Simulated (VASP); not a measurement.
Input of a VASP 6.6.1 run:

File INCAR:

```
SYSTEM = Li15CaNb16O48
  ALGO = Normal
  EDIFF = 1E-6
  ENCUT = 520
  GGA = PE
  ISIF = 2
  ISMEAR = 0
  LASPH = .TRUE.
  LCHARG = .TRUE.
  LELF = .TRUE.
  LREAL = Auto
  LVHAR = .TRUE.
  LWAVE = .FALSE.
  NBANDS = 322
  NELECT = 550.0
  NELM = 60
  PREC = Accurate
  SIGMA = 0.01
```

KPOINTS

```
k-points
0
G
  1 1 1
  0 0 0
```

File POSCAR:

```
Li15CaNb16O48
1.0
    5.1899002718      2.9963903190      9.3444465000
   -5.1899002718      2.9963903190      9.3444465000
    0.0000000000     -5.9927806380      9.3444465000
Li Nb O Ca
15 16 48 1
Direct
    0.3596345958      0.3589603984      0.3601252879
    0.1093032165      0.1084442444      0.1095912297
    0.3639249447      0.3577672841      0.8581768680
    0.1119402425      0.1067915113      0.6053183875
    0.3587110446      0.8570471762      0.3641274378
    0.1077866260      0.6040642332      0.1121416956
    0.3613995091      0.8524134220      0.8624108505
    0.1132989791      0.6048471092      0.6113369369
    0.8580636990      0.3627335598      0.3589722247
    0.6050521987      0.1108285280      0.1082414167
    0.8619663906      0.3605117573      0.8536390922
    0.6109967367      0.1123299613      0.6059914255
    0.8532176602      0.8610033319      0.3618112888
    0.6058211489      0.6100206898      0.1133026274
    0.8566690711      0.8559029965      0.8569749309
    0.4999180117      0.4988582580      0.5000800015
    0.2479085505      0.2470952545      0.2482170653
    0.4958526483      0.4917377101      1.0130914255
    0.2503985934      0.2468448682      0.7525808259
    0.4927099994      1.0118630602      0.4961159371
    0.2477789161      0.7514036774      0.2506792519
    0.4980594493      0.9970943637      0.9994260880
    0.2391088107      0.7495503922      0.7577074617
    1.0127178567      0.4949464907      0.4929977823
    0.7523581586      0.2494231427      0.2480388536
    0.9991447940      0.4971256687      0.9982892793
    0.7574741345      0.2380607858      0.7508404949
    0.9980548692      0.9982447829      0.4983196855
    0.7505703557      0.7564833335      0.2392416444
    1.0000665325      0.9989857832      1.0002733669
    0.7482984842      0.7474326170      0.7486981190
    0.1462634932      0.3139527235      0.4446887674
    0.3147885936      0.4435571620      0.1465751077
    0.4444500818      0.1453745484      0.3151182248
    0.1951061275      0.0678847239      0.3904201866
    0.3900645820      0.1942225912      0.0690660511
    0.0687135947      0.3892273053      0.1954065784
    0.1397750408      0.3171917812      0.9459317644
    0.3235577208      0.4428545478      0.6427260334
    0.4470714310      0.1390442568      0.8191760422
    0.1965632223      0.0679038625      0.8895998220
    0.3926043315      0.1953599126      0.5692474080
    0.0760124305      0.3893987197      0.6944208874
    0.1400204836      0.8179644262      0.4473602820
    0.3181144378      0.9447189383      0.1400448449
    0.4438458864      0.6414317377      0.3237779917
    0.1962242269      0.5681036069      0.3928508548
    0.3903994311      0.6932350551      0.0762693802
    0.0688499345      0.8883428340      0.1968559219
    0.1358226060      0.8199208228      0.9468321462
    0.3241262677      0.9424540327      0.6355685803
    0.4268597999      0.6434692345      0.8410694021
    0.1929257493      0.5671015161      0.8924136652
    0.3894648617      0.6924757474      0.5791464800
    0.0661141437      0.8894260625      0.6970171616
    0.6424662737      0.3225075282      0.4441205067
    0.8188857596      0.4461104839      0.1402609625
    0.9457018536      0.1388983908      0.3183680238
    0.6942298354      0.0750066689      0.3906856560
    0.8892450900      0.1956413596      0.0691112380
    0.5689633697      0.3915516550      0.1966143562
    0.6352720932      0.3231831675      0.9436599853
    0.8407635676      0.4258830152      0.6447095718
    0.9465528985      0.1348276046      0.8212216744
    0.6967671384      0.0650768997      0.8906872161
    0.8922048694      0.1919560251      0.5683490439
    0.5789587557      0.3884523286      0.6936561561
    0.6443975090      0.8398555739      0.4270989445
    0.8209791258      0.9455368889      0.1360893126
    0.9432813096      0.6342906625      0.3244387402
    0.6934095936      0.5779558055      0.3895727213
    0.8903974367      0.6958324335      0.0662339104
    0.5680805735      0.8912329234      0.1931247054
    0.6381521891      0.8188487250      0.9450604293
    0.8198191924      0.9438883812      0.6384088917
    0.9447944785      0.6372470110      0.8200581515
    0.6931020991      0.5694381080      0.8849969906
    0.8844911835      0.6921433747      0.5707612788
    0.5703540959      0.8836835775      0.6934526236
    0.6181630144      0.6171474208      0.6183531509
```

Potentials or basis: VASP PAW PBE potentials, release 64 (Li_sv, Nb_sv, O, Ca_sv).

The run is started by

```sh
$ cat potpaw_PBE.64/Li_sv/POTCAR potpaw_PBE.64/Nb_sv/POTCAR potpaw_PBE.64/O/POTCAR potpaw_PBE.64/Ca_sv/POTCAR > POTCAR
$ mpirun -np 1 vasp_gam > vasp.out
```

What does it give for the largest force?

0.063 eV/Å.

Forces in eV/Å, atoms in the order of the input:
```
Li   0.001  0.002  0.003
Li   0.002  0.001  0.000
Li  -0.001  0.004 -0.011
Li   0.001  0.005 -0.006
Li   0.003 -0.002 -0.011
Li   0.003 -0.002 -0.005
Li  -0.003  0.000  0.000
Li  -0.009 -0.007 -0.010
Li  -0.004 -0.002 -0.010
Li  -0.005  0.002 -0.005
Li   0.006 -0.004  0.002
Li   0.013 -0.005 -0.009
Li   0.001  0.008  0.003
Li  -0.004  0.009 -0.007
Li   0.005  0.000 -0.009
Nb  -0.004  0.001  0.057
Nb   0.004 -0.001  0.037
Nb  -0.009  0.003  0.037
Nb   0.006 -0.003  0.046
Nb   0.008  0.003  0.035
Nb  -0.003 -0.005  0.043
Nb   0.004 -0.003  0.034
Nb  -0.003  0.006  0.031
Nb   0.007 -0.007  0.040
Nb  -0.005  0.006  0.043
Nb  -0.003  0.005  0.033
Nb  -0.006 -0.003  0.032
Nb  -0.003 -0.008  0.034
Nb   0.005 -0.006  0.033
Nb  -0.003 -0.001  0.051
Nb   0.000  0.004  0.063
O    0.005  0.014 -0.003
O    0.010 -0.012 -0.007
O   -0.018 -0.002 -0.008
O   -0.008  0.003 -0.011
O    0.005 -0.007 -0.010
O    0.004  0.007 -0.011
O   -0.001  0.010 -0.017
O    0.007 -0.016 -0.022
O   -0.010 -0.004 -0.011
O   -0.008 -0.004 -0.012
O    0.004 -0.004 -0.009
O   -0.006  0.014 -0.011
O    0.003  0.012 -0.014
O    0.009 -0.003 -0.012
O   -0.018  0.002 -0.019
O   -0.006 -0.006 -0.011
O    0.013 -0.009 -0.010
O   -0.003  0.009 -0.011
O   -0.004  0.004 -0.014
O    0.008 -0.008 -0.012
O   -0.020 -0.038  0.003
O   -0.009 -0.007 -0.018
O   -0.008 -0.010 -0.025
O   -0.004  0.006 -0.016
O    0.011  0.015 -0.020
O    0.009 -0.006 -0.012
O   -0.008 -0.003 -0.017
O   -0.011 -0.011 -0.013
O    0.012 -0.004 -0.009
O    0.000  0.007 -0.010
O    0.005  0.011 -0.013
O    0.050  0.001  0.006
O   -0.004 -0.005 -0.016
O   -0.004 -0.009 -0.015
O    0.010 -0.005 -0.021
O    0.013 -0.002 -0.022
O   -0.027  0.041  0.005
O    0.006  0.000 -0.018
O   -0.011 -0.001 -0.008
O   -0.003  0.008 -0.019
O    0.007 -0.001 -0.010
O   -0.001  0.009 -0.015
O    0.000  0.011 -0.003
O    0.009 -0.008 -0.008
O   -0.009 -0.003 -0.010
O   -0.004 -0.001 -0.015
O    0.005  0.001 -0.017
O    0.001  0.004 -0.015
Ca  -0.005  0.000  0.010
```

Caveat: the k points lie up to 0.73 Å⁻¹ apart; the cell carries a net charge on a neutralising background, which shifts energy and pressure.
